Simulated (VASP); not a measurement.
# PbS (Fm-3m) in VASP: single point with PBE

Aim: the single point of PbS with PBE.

Program: VASP 6.6.1. These are calculated values, not measurements. Logs are shortened: lines on timing, memory, paths and dates and some standing lists are left out, and cuts for length are marked.

### Step 1. The cell of the first run

It takes space group Fm-3m (No. 225, cubic). Conventional cell: a = 5.930 Å, b = 5.930 Å, c = 5.930 Å, α = 90.00°, β = 90.00°, γ = 90.00°. Pb (site symmetry m-3m) has 6 S at 2.96 Å within 3.9 Å. Within 3.9 Å of S (site symmetry m-3m) lie 6 Pb at 2.96 Å.

### Step 2. Single point, PBE, non-collinear spin, zero start, spin-orbit coupling

Contents of INCAR:

```
PREC     = Accurate       # precision mode
ENCUT    = 500            # plane-wave cutoff, eV
EDIFF    = 1E-6           # SCF threshold, eV
ISMEAR   = -1             # smearing method
SIGMA    = 0.01           # smearing width, eV
LREAL    = F              # projectors in reciprocal space
LASPH    = T              # aspherical terms in the spheres
NELM     = 200            # most SCF steps
ALGO     = Normal         # electronic algorithm
ISIF     = 2              # what is computed and relaxed
LWAVE    = F              # write WAVECAR
LCHARG   = T              # write CHGCAR
MAGMOM   = 0 0 0 0 0 0    # initial moments
LORBIT   = 11             # projections on sites
LSORBIT  = T              # spin-orbit coupling
GGA_COMPAT= F            
LORBMOM  = T            
GGA      = PE             # functional
LVHAR    = T            
NBANDS   = 32             # bands
```

Contents of KPOINTS:

```
regular mesh
0
Gamma
  8 8 8
```

Contents of POSCAR:

```
PbS
1.0
    0.0000000000      2.9650000000      2.9650000000
    2.9650000000      0.0000000000      2.9650000000
    2.9650000000      2.9650000000      0.0000000000
Pb S
1 1
Direct
    0.0000000000      0.0000000000      0.0000000000
    0.5000000000      0.5000000000      0.5000000000
```

Potentials or basis: VASP PAW PBE potentials, release 64 (Pb_d, S).

On the command line:

```sh
cat potpaw_PBE.64/Pb_d/POTCAR potpaw_PBE.64/S/POTCAR > POTCAR
mpirun -np 1 vasp_ncl > vasp.out
```

OUTCAR:

```text
PREC = Accurate
   ENCUT = 500
   EDIFF = 1E-6
   ISMEAR = -1
   LREAL = F
   LASPH = T
   NELM = 200
   ISIF = 2
   LORBIT = 11
   LSORBIT = T
   GGA = PE

 ion  position               nearest neighbor table
   1  0.000  0.000  0.000-   2 2.96   2 2.96   2 2.96   2 2.96   2 2.96   2 2.96
   2  0.500  0.500  0.500-   1 2.96   1 2.96   1 2.96   1 2.96   1 2.96   1 2.96

  LATTYP: Found a face centered cubic cell.
 ALAT       =     5.9300000000

  Lattice vectors:

 A1 = (   0.0000000000,   2.9650000000,   2.9650000000)
 A2 = (   2.9650000000,   0.0000000000,   2.9650000000)
 A3 = (   2.9650000000,   2.9650000000,   0.0000000000)

Analysis of symmetry for initial positions (statically):
=====================================================================
 Subroutine PRICEL returns:
 Original cell was already a primitive cell.

 Routine SETGRP: Setting up the symmetry group for a
 face centered cubic supercell.

 Subroutine GETGRP returns: Found 48 space group operations
 (whereof 48 operations were pure point group operations)
 out of a pool of 48 trial point group operations.

The static configuration has the point symmetry O_h .

Analysis of symmetry for dynamics (positions and initial velocities):
=====================================================================
 Subroutine PRICEL returns:
 Original cell was already a primitive cell.

 Routine SETGRP: Setting up the symmetry group for a
 face centered cubic supercell.

 Subroutine GETGRP returns: Found 48 space group operations
 (whereof 48 operations were pure point group operations)
 out of a pool of 48 trial point group operations.

The dynamic configuration has the point symmetry O_h .

Analysis of structural, dynamic, and magnetic symmetry:
=====================================================================
 Subroutine PRICEL returns:
 Original cell was already a primitive cell.

 Routine SETGRP: Setting up the symmetry group for a
 face centered cubic supercell.

 Subroutine GETGRP returns: Found 48 space group operations
 (whereof 48 operations were pure point group operations)
 out of a pool of 48 trial point group operations.

The overall configuration has the point symmetry O_h .

 Subroutine INISYM returns: Found 48 space group operations
 (whereof 48 operations are pure point group operations),
 and found     1 'primitive' translations

----------------------------------------------------------------------------------------

                                     Primitive cell

  volume of cell :      52.1320

  direct lattice vectors                    reciprocal lattice vectors
     0.000000000  2.965000000  2.965000000    -0.168634064  0.168634064  0.168634064
     2.965000000  0.000000000  2.965000000     0.168634064 -0.168634064  0.168634064
     2.965000000  2.965000000  0.000000000     0.168634064  0.168634064 -0.168634064

  length of vectors
     4.193143212  4.193143212  4.193143212     0.292082767  0.292082767  0.292082767

  position of ions in fractional coordinates (direct lattice)
     0.000000000  0.000000000  0.000000000
     0.500000000  0.500000000  0.500000000

  ion indices of the primitive-cell ions
   primitive index   ion index
                 1           1
                 2           2

----------------------------------------------------------------------------------------

 KPOINTS: regular mesh

Automatic generation of k-mesh.
 Grid dimensions read from file:
 generate k-points for:    8    8    8

 Generating k-lattice:

  Cartesian coordinates                     Fractional coordinates (reciprocal lattice)
    -0.021079258  0.021079258  0.021079258     0.125000000  0.000000000  0.000000000
     0.021079258 -0.021079258  0.021079258     0.000000000  0.125000000  0.000000000
[... 88 lines left out ...]
   LRPA    =     F    only Hartree local field effects (RPA)
  energy-cutoff  :      500.00
  volume of cell :       52.13
 maximum number of plane-waves:      2726
   NGX = 15   NGY = 15   NGZ = 15

 number of electron      19.9999998 magnetization       0.0000000      0.0000000      0.0000000

 number of electron      19.9999998 magnetization      -0.0000000      0.0000000      0.0000000

 number of electron      19.9999998 magnetization       0.0000000     -0.0000000     -0.0000000

 Free energy of the ion-electron system (eV)
  ---------------------------------------------------
  ext. energy  EPLUGINS =         0.00000000
  ---------------------------------------------------
  free energy    TOTEN  =        -9.13411121 eV

  energy without entropy =       -9.13391095  energy(sigma->0) =       -9.13401108

 E-fermi :   5.8140     XC(G=0):  -9.6841

 val. band max:        5.8073741258   @ k =   0.5000   0.0000   0.0000
 cond. band min:       5.8206683147   @ k =   0.5000   0.0000   0.0000
 fundamental gap:      0.0132941889
 Fermi energy:         5.8140212202

 k-point     1 :       0.0000    0.0000    0.0000
  band No.  band energies     occupation
      1     -12.4638      1.00000
      2     -12.4638      1.00000
      3     -12.4638      1.00000
      4     -12.4638      1.00000
      5      -9.9183      1.00000
      6      -9.9183      1.00000
[... 829 lines left out ...]
     31      16.7279      0.00000
     32      16.7282      0.00000

 [... further k-points ...]
[... 5 lines left out ...]
  --------------------------------------------------------------------------------------
  -------------------------------------------------------------------------------------
  Total        0.6209574      0.6209574      0.6209574      0.0000000      0.0000000     -0.0000000
  in kB       19.0839513     19.0839513     19.0839513      0.0000000      0.0000000     -0.0000000
  external PRESSURE =      19.0839513 kB  Pullay stress =       0.0000000 kB

 VOLUME and BASIS-vectors are now :
 -----------------------------------------------------------------------------
  energy-cutoff  :      500.00
  volume of cell :       52.13
      direct lattice vectors                 reciprocal lattice vectors
     0.000000000  2.965000000  2.965000000    -0.168634064  0.168634064  0.168634064
     2.965000000  0.000000000  2.965000000     0.168634064 -0.168634064  0.168634064
     2.965000000  2.965000000  0.000000000     0.168634064  0.168634064 -0.168634064

 POSITION                                       TOTAL-FORCE (eV/Angst)
 -----------------------------------------------------------------------------------
      0.00000      0.00000      0.00000         0.000000     -0.000000      0.000000
      2.96500      2.96500      2.96500         0.000000      0.000000     -0.000000
 -----------------------------------------------------------------------------------
    total drift:                                0.000000     -0.000000     -0.000000

  FREE ENERGIE OF THE ION-ELECTRON SYSTEM (eV)
  ---------------------------------------------------
  free  energy   TOTEN  =        -9.1341112093 eV

  energy  without entropy=       -9.1339109516  energy(sigma->0) =       -9.13401108

 orbital moment (x)

 # of ion     p       d       tot
 ----------------------------------------
  1         0.000   0.000   0.000
  2         0.000   0.000   0.000
 ----------------------------------------
            0.000   0.000   0.000

 orbital moment (y)

 # of ion     p       d       tot
 ----------------------------------------
  1         0.000   0.000   0.000
  2         0.000   0.000   0.000
 ----------------------------------------
            0.000   0.000   0.000

 orbital moment (z)

 # of ion     p       d       tot
 ----------------------------------------
  1         0.000   0.000   0.000
  2         0.000   0.000   0.000
 ----------------------------------------
            0.000   0.000   0.000

 Spin-Orbit-Coupling matrix elements

 Ion:    1  E_soc:     -0.7914171
 l=   1
     0.0000000    -0.0651830    -0.0651830
    -0.0651830     0.0000000    -0.0651830
    -0.0651830    -0.0651830     0.0000000
 l=   2
     0.0000000    -0.0134525     0.0000000    -0.0134525    -0.0532674
    -0.0134525     0.0000000    -0.0399505    -0.0134525    -0.0133168
     0.0000000    -0.0399505     0.0000000    -0.0399505     0.0000000
    -0.0134525    -0.0134525    -0.0399505     0.0000000    -0.0133168
    -0.0532674    -0.0133168     0.0000000    -0.0133168     0.0000000
 l=   3
     0.0000000     0.0000000     0.0000000     0.0000000     0.0000000     0.0000000     0.0000000
     0.0000000     0.0000000     0.0000000     0.0000000     0.0000000     0.0000000     0.0000000
     0.0000000     0.0000000     0.0000000     0.0000000     0.0000000     0.0000000     0.0000000
     0.0000000     0.0000000     0.0000000     0.0000000     0.0000000     0.0000000     0.0000000
     0.0000000     0.0000000     0.0000000     0.0000000     0.0000000     0.0000000     0.0000000
     0.0000000     0.0000000     0.0000000     0.0000000     0.0000000     0.0000000     0.0000000
     0.0000000     0.0000000     0.0000000     0.0000000     0.0000000     0.0000000     0.0000000

 Ion:    2  E_soc:     -0.0040391
 l=   1
     0.0000000    -0.0006732    -0.0006732
    -0.0006732     0.0000000    -0.0006732
    -0.0006732    -0.0006732     0.0000000
 l=   2
     0.0000000     0.0000000     0.0000000     0.0000000     0.0000000
     0.0000000     0.0000000     0.0000000     0.0000000     0.0000000
     0.0000000     0.0000000     0.0000000     0.0000000     0.0000000
     0.0000000     0.0000000     0.0000000     0.0000000     0.0000000
     0.0000000     0.0000000     0.0000000     0.0000000     0.0000000
 l=   3
     0.0000000     0.0000000     0.0000000     0.0000000     0.0000000     0.0000000     0.0000000
     0.0000000     0.0000000     0.0000000     0.0000000     0.0000000     0.0000000     0.0000000
     0.0000000     0.0000000     0.0000000     0.0000000     0.0000000     0.0000000     0.0000000
     0.0000000     0.0000000     0.0000000     0.0000000     0.0000000     0.0000000     0.0000000
     0.0000000     0.0000000     0.0000000     0.0000000     0.0000000     0.0000000     0.0000000
     0.0000000     0.0000000     0.0000000     0.0000000     0.0000000     0.0000000     0.0000000
     0.0000000     0.0000000     0.0000000     0.0000000     0.0000000     0.0000000     0.0000000

 total charge

# of ion       s       p       d       tot
------------------------------------------
    1        1.480   0.527   9.848  11.854
    2        1.354   2.329   0.000   3.683
--------------------------------------------------
tot          2.833   2.856   9.848  15.537

 magnetization (x)

# of ion       s       p       d       tot
------------------------------------------
    1        0.000  -0.000   0.000  -0.000
    2       -0.000   0.000   0.000  -0.000
--------------------------------------------------
tot         -0.000  -0.000   0.000  -0.000

 magnetization (y)

# of ion       s       p       d       tot
------------------------------------------
    1        0.000   0.000   0.000   0.000
    2       -0.000   0.000   0.000  -0.000
--------------------------------------------------
tot         -0.000   0.000   0.000  -0.000

 magnetization (z)

# of ion       s       p       d       tot
------------------------------------------
    1        0.000   0.000   0.000   0.000
    2        0.000   0.000   0.000   0.000
--------------------------------------------------
tot          0.000   0.000   0.000   0.000
```

Wall time 59 s (1 thread of AMD EPYC 9R45 (Zen 5), shared host); peak memory 0.3 GiB.

What came out:

- Free energy: -9.1341 eV
- Pressure: 1.9 GPa
- Net moment: 0.00 μB per cell
- Valence electrons inside the program's atomic spheres: Pb 11.85; S 3.68

Moments on the atoms (μB; x, y, z):
```
Pb  0.00 0.00 0.00
S   0.00 0.00 0.00
```
